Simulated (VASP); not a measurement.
# Pr (Fd-3m) in VASP: single point with PBE

Aim: the single point of Pr with PBE.

All numbers are computed with VASP 6.6.1; they aren't measurements. Logs are shortened: lines on timing, memory, paths and dates and some standing lists are left out, and cuts for length are marked.

### Step 1. The cell of the first run

The structure is cubic, space group Fd-3m (No. 227). The conventional cell has a = 5.966 Å, b = 5.966 Å, c = 5.966 Å, α = 90.00°, β = 90.00°, γ = 90.00°. Within 3.4 Å of Pr (site symmetry -43m) lie 4 Pr at 2.58 Å.

This isn't the form of Pr at room conditions, which is double hcp.

### Step 2. Single point, PBE

Input file INCAR:

```
  PREC = Accurate
  ENCUT = 520
  EDIFF = 1E-6
  ISMEAR = -1
  SIGMA = 0.13605693000000002
  LREAL = F
  LASPH = T
  NELM = 60
  ALGO = Normal
  ISIF = 2
  LWAVE = F
  LCHARG = T
  GGA = PE
  LELF = T
  LVHAR = T
  NBANDS = 20
```

Input file KPOINTS:

```
regular mesh
0
Gamma
  8 8 8
```

Input file POSCAR:

```
Pr
1.0
    0.0000000000      2.9832024189      2.9832024189
    2.9832024189      0.0000000000      2.9832024189
    2.9832024189      2.9832024189      0.0000000000
Pr
2
Direct
    0.0000000000      0.0000000000      0.0000000000
    0.2500000000      0.2500000000      0.2500000000
```

Potentials or basis: VASP PAW PBE potentials, release 64 (Pr).

Run with:

```
$ cat potpaw_PBE.64/Pr/POTCAR > POTCAR
$ mpirun -np 1 vasp_std > vasp.out
```

OUTCAR:

```text
PREC = Accurate
   ENCUT = 520
   EDIFF = 1E-6
   ISMEAR = -1
   LREAL = F
   LASPH = T
   NELM = 60
   ISIF = 2
   GGA = PE

 ion  position               nearest neighbor table
   1  0.000  0.000  0.000-   2 2.58   2 2.58   2 2.58   2 2.58
   2  0.250  0.250  0.250-   1 2.58   1 2.58   1 2.58   1 2.58

  LATTYP: Found a face centered cubic cell.
 ALAT       =     5.9664048378

  Lattice vectors:

 A1 = (   0.0000000000,   2.9832024189,   2.9832024189)
 A2 = (   2.9832024189,   0.0000000000,   2.9832024189)
 A3 = (   2.9832024189,   2.9832024189,   0.0000000000)

Analysis of symmetry for initial positions (statically):
=====================================================================
 Subroutine PRICEL returns:
 Original cell was already a primitive cell.

 Routine SETGRP: Setting up the symmetry group for a
 face centered cubic supercell.

 Subroutine GETGRP returns: Found 48 space group operations
 (whereof 24 operations were pure point group operations)
 out of a pool of 48 trial point group operations.

The static configuration has the point symmetry T_d .
 The point group associated with its full space group is O_h .

Analysis of symmetry for dynamics (positions and initial velocities):
=====================================================================
 Subroutine PRICEL returns:
 Original cell was already a primitive cell.

 Routine SETGRP: Setting up the symmetry group for a
 face centered cubic supercell.

 Subroutine GETGRP returns: Found 48 space group operations
 (whereof 24 operations were pure point group operations)
 out of a pool of 48 trial point group operations.

The dynamic configuration has the point symmetry T_d .
 The point group associated with its full space group is O_h .

 Subroutine INISYM returns: Found 48 space group operations
 (whereof 24 operations are pure point group operations),
 and found     1 'primitive' translations

----------------------------------------------------------------------------------------

                                     Primitive cell

  volume of cell :      53.0980

  direct lattice vectors                    reciprocal lattice vectors
     0.000000000  2.983202419  2.983202419    -0.167605120  0.167605120  0.167605120
     2.983202419  0.000000000  2.983202419     0.167605120 -0.167605120  0.167605120
     2.983202419  2.983202419  0.000000000     0.167605120  0.167605120 -0.167605120

  length of vectors
     4.218885320  4.218885320  4.218885320     0.290300584  0.290300584  0.290300584

  position of ions in fractional coordinates (direct lattice)
     0.000000000  0.000000000  0.000000000
     0.250000000  0.250000000  0.250000000

  ion indices of the primitive-cell ions
   primitive index   ion index
                 1           1
                 2           2

----------------------------------------------------------------------------------------

 KPOINTS: regular mesh

Automatic generation of k-mesh.
 Grid dimensions read from file:
 generate k-points for:    8    8    8

 Generating k-lattice:

  Cartesian coordinates                     Fractional coordinates (reciprocal lattice)
    -0.020950640  0.020950640  0.020950640     0.125000000  0.000000000  0.000000000
     0.020950640 -0.020950640  0.020950640     0.000000000  0.125000000  0.000000000
     0.020950640  0.020950640 -0.020950640     0.000000000  0.000000000  0.125000000

  Length of vectors
     0.036287573  0.036287573  0.036287573

  Shift w.r.t. Gamma in fractional coordinates (k-lattice)
     0.000000000  0.000000000  0.000000000

 Subroutine IBZKPT returns following result:
 ===========================================

 Found     29 irreducible k-points:

 Following reciprocal coordinates:
            Coordinates               Weight
  0.000000  0.000000  0.000000      1.000000
  0.125000  0.000000  0.000000      8.000000
  0.250000  0.000000  0.000000      8.000000
  0.375000  0.000000  0.000000      8.000000
  0.500000  0.000000  0.000000      4.000000
  0.125000  0.125000  0.000000      6.000000
[... 16 lines left out ...]
  0.500000  0.250000  0.125000     48.000000
 -0.375000  0.250000  0.125000     24.000000
 [... further k-points ...]
   k-points           NKPTS =     29   k-points in BZ     NKDIM =     29   number of bands    NBANDS=     20
   number of dos      NEDOS =    301   number of ions     NIONS =      2
   total plane-waves  NPLWV =  32768
   dimension x,y,z NGX =    32 NGY =   32 NGZ =   32
   dimension x,y,z NGXF=    64 NGYF=   64 NGZF=   64
   ions per type =               2
   NGX,Y,Z   is equivalent  to a cutoff of  12.61, 12.61, 12.61 a.u.
   NGXF,Y,Z  is equivalent  to a cutoff of  25.22, 25.22, 25.22 a.u.
 SYSTEM =  unknown system
   PREC   = accura    normal or accurate (medium, high low for compatibility)
   ISTART =      0    job   : 0-new  1-cont  2-samecut
   ICHARG =      2    charge: 1-file 2-atom 10-const
   ISPIN  =      1    spin polarized calculation?
   LNONCOLLINEAR =      F non collinear calculations
   LSORBIT =      F    spin-orbit coupling
   LASPH  =      T    aspherical Exc in radial PAW
   ENCUT  =  520.0 eV  38.22 Ry    6.18 a.u.   7.84  7.84  7.84*2*pi/ulx,y,z
   NELM   =     60;   NELMIN=  2; NELMDL= -5     # of ELM steps
   EDIFF  = 0.1E-05   stopping-criterion for ELM
   LREAL  =      F    real-space projection
   EDIFFG = 0.1E-04   stopping-criterion for IOM
   NSW    =      0    number of steps for IOM
   IBRION =     -1    ionic relax: 0-MD 1-quasi-New 2-CG
   NFREE  =      0    steps in history (QN), initial steepest desc. (CG)
   ISIF   =      2    stress and relaxation
   ISYM   =      2    0-nonsym 1-usesym 2-fastsym
   POTIM  = 0.5000    time-step for ionic-motion
   TEBEG  =    0.0;   TEEND  =   0.0 temperature during run
   PSTRESS=    0.0 pullay stress
   NELECT =      26.0000    total number of electrons
   NUPDOWN=      -1.0000    fix difference up-down
   EMIN   =  10.00;   EMAX   =-10.00  energy-range for DOS
   EFERMI =   0.00;   METHOD = LEGACY
   ISMEAR =    -1;   SIGMA  =   0.14  broadening in eV -4-tet -1-fermi 0-gaus
   EFERMI_NEDOS =   21; number of points for ismear=-14 and -15
   IALGO  =     38    algorithm
   IMIX   =      4    mixing-type and parameters
     AMIX     =   0.40;   BMIX     =  1.00
     AMIX_MAG =   1.60;   BMIX_MAG =  1.00
  volume/ion in A,a.u.               =      26.55       179.16
  Fermi-wavevector in a.u.,A,eV,Ry     =   1.290347  2.438403 22.653642  1.664996
  Thomas-Fermi vector in A             =   2.422184
   LORBIT       =      0    0 simple, 1 ext, 2 COOP (PROOUT), +10 PAW based schemes
   GGA     = PE    functional components
   LHFCALC =     F    Hartree Fock is set to
   AEXX    =    0.0000 exact exchange contribution
   IVDW    =     0    specifies the selected vdW correction
   LEPSILON=     F    determine dielectric tensor
   LRPA    =     F    only Hartree local field effects (RPA)
 non-spin polarized calculation
  energy-cutoff  :      520.00
  volume of cell :       53.10
 maximum number of plane-waves:      1459
   NGX = 15   NGY = 15   NGZ = 15

 number of electron      26.0000003 magnetization

 Free energy of the ion-electron system (eV)
  ---------------------------------------------------
  ext. energy  EPLUGINS =         0.00000000
  ---------------------------------------------------
  free energy    TOTEN  =       -10.15066204 eV

  energy without entropy =       -9.48539115  energy(sigma->0) =       -9.81802659

 E-fermi :   7.4038     XC(G=0): -10.9051

 val. band max:        7.3809751174   @ k =  -0.3750   0.5000   0.1250
 cond. band min:       7.4091817806   @ k =   0.2500   0.0000   0.0000
 fundamental gap:      0.0282066632
 Fermi energy:         7.4038486012

 k-point     1 :       0.0000    0.0000    0.0000
  band No.  band energies     occupation
      1     -29.3437      2.00000
      2     -26.2656      2.00000
      3     -11.8092      2.00000
      4     -11.8092      2.00000
      5     -11.8092      2.00000
      6      -8.7017      2.00000
[... 12 lines left out ...]
     19       8.7214      0.00012
     20       8.7219      0.00012

 k-point     2 :       0.1250    0.0000    0.0000
  band No.  band energies     occupation
      1     -29.2720      2.00000
      2     -26.3759      2.00000
      3     -11.8856      2.00000
      4     -11.8856      2.00000
      5     -11.8087      2.00000
      6      -8.6141      2.00000
[... 12 lines left out ...]
     19       8.5975      0.00031
     20       8.6615      0.00019

 k-point     3 :       0.2500    0.0000    0.0000
  band No.  band energies     occupation
      1     -29.0748      2.00000
      2     -26.6648      2.00000
      3     -12.0517      2.00000
      4     -12.0517      2.00000
      5     -11.8280      2.00000
      6      -8.3609      2.00000
[... 12 lines left out ...]
     19       8.2129      0.00522
     20       8.5885      0.00033

 k-point     4 :       0.3750    0.0000    0.0000
  band No.  band energies     occupation
      1     -28.8212      2.00000
      2     -27.0078      2.00000
      3     -12.1981      2.00000
      4     -12.1981      2.00000
      5     -11.8706      2.00000
      6      -8.0890      2.00000
[... 12 lines left out ...]
     19       8.5423      0.00046
     20       8.5774      0.00036

 k-point     5 :       0.5000    0.0000    0.0000
  band No.  band energies     occupation
      1     -28.6846      2.00000
      2     -27.1809      2.00000
      3     -12.2543      2.00000
      4     -12.2543      2.00000
      5     -11.8936      2.00000
      6      -7.9945      2.00000
[... 12 lines left out ...]
     19       8.5227      0.00054
     20       8.5251      0.00053

 k-point     6 :       0.1250    0.1250    0.0000
  band No.  band energies     occupation
      1     -29.2471      2.00000
      2     -26.4136      2.00000
      3     -11.9822      2.00000
      4     -11.9822      2.00000
      5     -11.6407      2.00000
      6      -8.8202      2.00000
[... 12 lines left out ...]
     19       8.5402      0.00047
     20       8.5420      0.00047

 k-point     7 :       0.2500    0.1250    0.0000
  band No.  band energies     occupation
      1     -29.0875      2.00000
      2     -26.6467      2.00000
      3     -12.1693      2.00000
      4     -12.1530      2.00000
      5     -11.5134      2.00000
      6      -8.8270      2.00000
[... 12 lines left out ...]
     19       8.2803      0.00318
     20       8.4000      0.00132
[... 277 lines left out ...]
 k-point    20 :      -0.3750    0.3750    0.0000
  band No.  band energies     occupation
      1     -28.1878      2.00000
      2     -27.7494      2.00000
      3     -12.8493      2.00000
      4     -12.5761      2.00000
      5     -10.4513      2.00000
      6      -9.4588      2.00000
[... 12 lines left out ...]
     19       8.4187      0.00115
     20       8.5221      0.00054

 k-point    21 :       0.5000    0.5000    0.0000
  band No.  band energies     occupation
      1     -27.9721      2.00000
      2     -27.9721      2.00000
      3     -12.7075      2.00000
      4     -12.7075      2.00000
      5     -10.0591      2.00000
      6     -10.0591      2.00000
[... 12 lines left out ...]
     19       8.4441      0.00096
     20       8.4442      0.00096

 k-point    22 :       0.3750    0.2500    0.1250
  band No.  band energies     occupation
      1     -28.8941      2.00000
      2     -26.9118      2.00000
      3     -12.4577      2.00000
      4     -12.2493      2.00000
      5     -11.2768      2.00000
      6      -8.9162      2.00000
[... 12 lines left out ...]
     19       8.2027      0.00562
     20       8.3889      0.00143

 k-point    23 :       0.5000    0.2500    0.1250
  band No.  band energies     occupation
      1     -28.6345      2.00000
      2     -27.2417      2.00000
      3     -12.6670      2.00000
      4     -12.3783      2.00000
      5     -11.0770      2.00000
      6      -8.9073      2.00000
[... 12 lines left out ...]
     19       8.3994      0.00133
     20       8.4286      0.00107

 k-point    24 :      -0.3750    0.2500    0.1250
  band No.  band energies     occupation
      1     -28.4830      2.00000
      2     -27.4217      2.00000
      3     -12.7412      2.00000
      4     -12.4373      2.00000
      5     -11.0005      2.00000
      6      -8.8858      2.00000
[... 12 lines left out ...]
     19       8.3600      0.00177
     20       8.5096      0.00059

 [... further k-points ...]

------------------------ aborting loop because EDIFF is reached ----------------------------------------

  FORCE on cell =-STRESS in cart. coord.  units (eV):
  Direction    XX          YY          ZZ          XY          YZ          ZX
  --------------------------------------------------------------------------------------
  -------------------------------------------------------------------------------------
  Total        0.0487823      0.0487823      0.0487823      0.0000000      0.0000000      0.0000000
  in kB        1.4719546      1.4719546      1.4719546      0.0000000      0.0000000      0.0000000
  external PRESSURE =       1.4719546 kB  Pullay stress =       0.0000000 kB

 VOLUME and BASIS-vectors are now :
 -----------------------------------------------------------------------------
  energy-cutoff  :      520.00
  volume of cell :       53.10
      direct lattice vectors                 reciprocal lattice vectors
     0.000000000  2.983202419  2.983202419    -0.167605120  0.167605120  0.167605120
     2.983202419  0.000000000  2.983202419     0.167605120 -0.167605120  0.167605120
     2.983202419  2.983202419  0.000000000     0.167605120  0.167605120 -0.167605120

 POSITION                                       TOTAL-FORCE (eV/Angst)
 -----------------------------------------------------------------------------------
      0.00000      0.00000      0.00000        -0.000000     -0.000000     -0.000000
      1.49160      1.49160      1.49160         0.000000      0.000000      0.000000
 -----------------------------------------------------------------------------------
    total drift:                               -0.000000      0.000000      0.000000

  FREE ENERGIE OF THE ION-ELECTRON SYSTEM (eV)
  ---------------------------------------------------
  free  energy   TOTEN  =       -10.1506620365 eV

  energy  without entropy=       -9.4853911524  energy(sigma->0) =       -9.81802659
```

It took 1.9 min on 1 thread of AMD EPYC 7R13, shared host; peak memory 0.16 GiB.

What came out:

```yaml
Free_energy: -10.1507 eV
Pressure: 0.1 GPa
Band_gap_on_the_k_mesh: zero (bands 13 and 14 overlap by 0.48 eV)
```

Caveat: spin-orbit coupling is left out, which moves the levels of the heavy elements; semilocal functionals describe open f shells poorly, which spoils levels, moments and volumes.
